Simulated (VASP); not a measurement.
Here is a VASP 6.6.1 calculation.

INCAR

```
PREC = Accurate
ENCUT = 450
EDIFF = 1E-7
ISMEAR = -1
SIGMA = 0.01
LREAL = False
LASPH = True
NELM = 120
ALGO = Normal
ISIF = 2
LWAVE = False
LCHARG = False
GGA = PE
IBRION = 2
NSW = 80
EDIFFG = -0.02
GGA_COMPAT = False
NELMIN = 4
```

File KPOINTS:

```
regular mesh
0
Gamma
  10 10 5
```

File POSCAR:

```
ZrSe2
1.0
    3.8111525102      0.0000000000      0.0000000000
   -1.9055762551      3.3005548915      0.0000000000
    0.0000000000      0.0000000000      6.3999068900
Zr Se
1 2
Direct
    0.0000000000      0.0000000000      0.0000000000
    0.6666666667      0.3333333333      0.7558824100
    0.3333333333      0.6666666667      0.2441175900
```

Potentials or basis: VASP PAW PBE potentials, release 64 (Zr_sv, Se).

The run is started by

```sh
$ cat potpaw_PBE.64/Zr_sv/POTCAR potpaw_PBE.64/Se/POTCAR > POTCAR
$ mpirun -np 1 vasp_std > vasp.out
```

Task: What does it give for the energy gained by relaxing?

Result: 0.6 meV/atom.

Task: Estimate the band gap on the k mesh.

Result: 0.43 eV (least direct gap 1.11 eV).

Stress tensor (GPa, compression positive):
```
-0.27  0.00  0.00
 0.00 -0.27  0.00
 0.00  0.00  0.58
```

Caveat: an odd mesh through Γ misses points on the zone boundary, where band edges can lie; this functional lacks dispersion, which binds the layers, so the pressure and a relaxed spacing across them are unreliable.
